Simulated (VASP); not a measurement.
# Si4O in VASP: single point with PBE+D3(BJ)

Aim: the single point of Si4O with PBE+D3(BJ).

Program: VASP 6.6.1. These are calculated values, not measurements. Logs are shortened: lines on timing, memory, paths and dates and some standing lists are left out, and cuts for length are marked.

## Step 1: The cell of the first run

The cell holds a slab with vacuum, 5 atoms: a = 3.833 Å, b = 3.833 Å, c = 21.203 Å, α = 90.00°, β = 90.00°, γ = 90.00°.

## Step 2: Single point, PBE+D3(BJ), collinear spin, ferromagnetic start

INCAR

```
PREC = Accurate
ENCUT = 520
EDIFF = 1E-6
ISMEAR = 0
SIGMA = 0.05
LREAL = False
LASPH = True
NELM = 150
ALGO = Normal
ISIF = 2
LWAVE = False
LCHARG = True
ISPIN = 2
MAGMOM = 0 0 0 0 2
LORBIT = 11
LDIPOL = True
IDIPOL = 3
DIPOL = 0.5 0.5 0.329
GGA = PE
IVDW = 12
LELF = True
LVHAR = True
LVACPOTAV = True
NBANDS = 23
```

KPOINTS

```
regular mesh
0
Gamma
  7 7 1
```

POSCAR

```
Si4O
1.0
    3.8333442603      0.0000000000      0.0000000000
    0.0000000000      3.8333442603      0.0000000000
    0.0000000000      0.0000000000     21.2034818054
Si O
4 1
Direct
    0.0000000000      0.5000000000      0.1886482624
    0.0000000000      0.0000000000      0.2525666261
    0.5000000000      0.0000000000      0.3191936744
    0.5000000000      0.5000000000      0.3821769405
    0.7500000000      0.7500000000      0.5000821046
```

Potentials or basis: VASP PAW PBE potentials, release 64 (Si, O).

Started as:

```console
> cat potpaw_PBE.64/Si/POTCAR potpaw_PBE.64/O/POTCAR > POTCAR
> mpirun -np 1 vasp_std > vasp.out
```

OUTCAR:

```text
PREC = Accurate
   ENCUT = 520
   EDIFF = 1E-6
   ISMEAR = 0
   LREAL = False
   LASPH = True
   NELM = 150
   ISIF = 2
   ISPIN = 2
   LORBIT = 11
   GGA = PE
   IVDW = 12
 IVDW          = 12

 ion  position               nearest neighbor table
   1  0.000  0.500  0.189-   2 2.35   2 2.35
   2  0.000  0.000  0.253-   1 2.35   1 2.35   3 2.38   3 2.38
   3  0.500  0.000  0.319-   4 2.34   4 2.34   2 2.38   2 2.38
   4  0.500  0.500  0.382-   3 2.34   3 2.34
   5  0.750  0.750  0.500-

  LATTYP: Found a simple tetragonal cell.
 ALAT       =     3.8333442603
 C/A-ratio  =     5.5313273125

  Lattice vectors:

 A1 = (   3.8333442603,   0.0000000000,   0.0000000000)
 A2 = (   0.0000000000,   3.8333442603,   0.0000000000)
 A3 = (   0.0000000000,   0.0000000000,  21.2034818054)

Analysis of symmetry for initial positions (statically):
=====================================================================
 Subroutine PRICEL returns:
 Original cell was already a primitive cell.

 Routine SETGRP: Setting up the symmetry group for a
 simple tetragonal supercell.

 Subroutine GETGRP returns: Found  1 space group operations
 (whereof  1 operations were pure point group operations)
 out of a pool of 16 trial point group operations.

The static configuration has the point symmetry C_1 .

Analysis of symmetry for dynamics (positions and initial velocities):
=====================================================================
 Subroutine PRICEL returns:
 Original cell was already a primitive cell.

 Routine SETGRP: Setting up the symmetry group for a
 simple tetragonal supercell.

 Subroutine GETGRP returns: Found  1 space group operations
 (whereof  1 operations were pure point group operations)
 out of a pool of 16 trial point group operations.

The dynamic configuration has the point symmetry C_1 .

Analysis of structural, dynamic, and magnetic symmetry:
=====================================================================
 Subroutine PRICEL returns:
 Original cell was already a primitive cell.

 Routine SETGRP: Setting up the symmetry group for a
 simple tetragonal supercell.

 Subroutine GETGRP returns: Found  1 space group operations
 (whereof  1 operations were pure point group operations)
 out of a pool of 16 trial point group operations.

The overall configuration has the point symmetry C_1 .

 Subroutine INISYM returns: Found  1 space group operations
 (whereof  1 operations are pure point group operations),
[... 137 lines left out ...]
 NGX is ok and might be reduce to    30
   NGX = 15   NGY = 15   NGZ = 79

 dipolmoment           0.000000      0.000000     -0.001262 electrons x Angstroem

 number of electron      22.0000002 magnetization       1.6621900

 dipolmoment           0.000000      0.000000      0.175557 electrons x Angstroem

 Free energy of the ion-electron system (eV)
  ---------------------------------------------------
  ext. energy  EPLUGINS =         0.00000000
  ---------------------------------------------------
  free energy    TOTEN  =       -20.63269145 eV

  energy without entropy =      -20.62743062  energy(sigma->0) =      -20.63006104

 E-fermi :  -3.0412     XC(G=0):  -3.7877

 val. band max:       -3.0439733282   @ k =   0.0000   0.4286   0.0000
 cond. band min:      -3.0070701329   @ k =   0.0000   0.2857   0.0000
 fundamental gap:      0.0369031953
 Fermi energy:        -3.0411625567

 spin component 1

 k-point     1 :       0.0000    0.0000    0.0000
  band No.  band energies     occupation
      1     -20.4658      1.00000
      2     -14.0353      1.00000
      3     -11.8762      1.00000
      4      -8.5395      1.00000
      5      -6.2215      1.00000
      6      -5.7057      1.00000
[... 613 lines left out ...]
     22       5.7145      0.00000
     23       6.1382      0.00000

 [... further k-points ...]

 spin component 2

 k-point     1 :       0.0000    0.0000    0.0000
  band No.  band energies     occupation
      1     -17.6467      1.00000
      2     -14.0283      1.00000
      3     -11.8673      1.00000
      4      -8.5250      1.00000
      5      -5.1037      1.00000
      6      -4.8856      1.00000
[... 613 lines left out ...]
     22       5.7301      0.00000
     23       6.1717      0.00000

 [... further k-points ...]

------------------------ aborting loop because EDIFF is reached ----------------------------------------

 Edisp (eV)   -0.98952

 E8    (eV) :    -0.4218

  FORCE on cell =-STRESS in cart. coord.  units (eV):
  Direction    XX          YY          ZZ          XY          YZ          ZX
  --------------------------------------------------------------------------------------
  -------------------------------------------------------------------------------------
  Total      -4.46478    -1.12662    -3.60145    -0.38367    -1.30810    -0.94237
  in kB     -22.95871    -5.79327   -18.51932    -1.97290    -6.72651    -4.84585
  external pressure =      -15.76 kB  Pullay stress =        0.00 kB

 VOLUME and BASIS-vectors are now :
 -----------------------------------------------------------------------------
  energy-cutoff  :      520.00
  volume of cell :      311.58
      direct lattice vectors                 reciprocal lattice vectors
     3.833344260  0.000000000  0.000000000     0.260868822  0.000000000  0.000000000
     0.000000000  3.833344260  0.000000000     0.000000000  0.260868822  0.000000000
     0.000000000  0.000000000 21.203481805     0.000000000  0.000000000  0.047162066

 POSITION                                       TOTAL-FORCE (eV/Angst)
 -----------------------------------------------------------------------------------
      0.00000      1.91667      4.00000        -0.008157      0.043569     -0.086880
      0.00000      0.00000      5.35529         0.034958      0.050964      0.212392
      1.91667      0.00000      6.76802         0.065242     -0.152939      0.096350
      1.91667      1.91667      8.10348         0.224990      0.536001      1.064606
      2.87501      2.87501     10.60348        -0.317033     -0.477595     -1.286468
 -----------------------------------------------------------------------------------
    total drift:                               -0.000001      0.000005      0.000058

  FREE ENERGIE OF THE ION-ELECTRON SYSTEM (eV)
  ---------------------------------------------------
  free  energy   TOTEN  =       -21.6222151048 eV

  energy  without entropy=      -21.6169542832  energy(sigma->0) =      -21.61958469

 vacuum level on the upper side and lower side of the slab         4.510         2.348

 total charge

# of ion       s       p       d       tot
------------------------------------------
    1        0.865   0.721   0.000   1.585
    2        0.776   0.893   0.000   1.669
    3        0.775   0.896   0.000   1.672
    4        0.854   0.692   0.000   1.546
    5        1.619   2.969   0.000   4.588
--------------------------------------------------
tot          4.889   6.171   0.000  11.060

 magnetization (x)

# of ion       s       p       d       tot
------------------------------------------
    1        0.001  -0.011   0.000  -0.009
    2        0.002  -0.006   0.000  -0.004
    3        0.006  -0.004   0.000   0.002
    4        0.015   0.000   0.000   0.015
    5        0.013   1.298   0.000   1.312
--------------------------------------------------
tot          0.037   1.278   0.000   1.315
```

Wall time 17 min (1 thread of Intel Xeon 6975P-C (Granite Rapids), shared host); peak memory 0.67 GiB.

What came out:

```yaml
Free_energy: -21.6222 eV
Largest_force: 1.408 eV/Å
Net_moment: 1.66 μB per cell
Site_moments: Si -0.01, -0.00, +0.00, +0.01; O +1.31 μB
Valence_electrons_inside_the_program's_atomic_spheres: Si 1.58, 1.67, 1.55 (each value once); O 4.59
Dispersion_energy_per_atom: -0.198 eV
```

Forces in eV/Å, atoms in the order of the input:
```
Si  -0.008  0.044 -0.087
Si   0.035  0.051  0.212
Si   0.065 -0.153  0.096
Si   0.225  0.536  1.065
O   -0.317 -0.478 -1.286
```
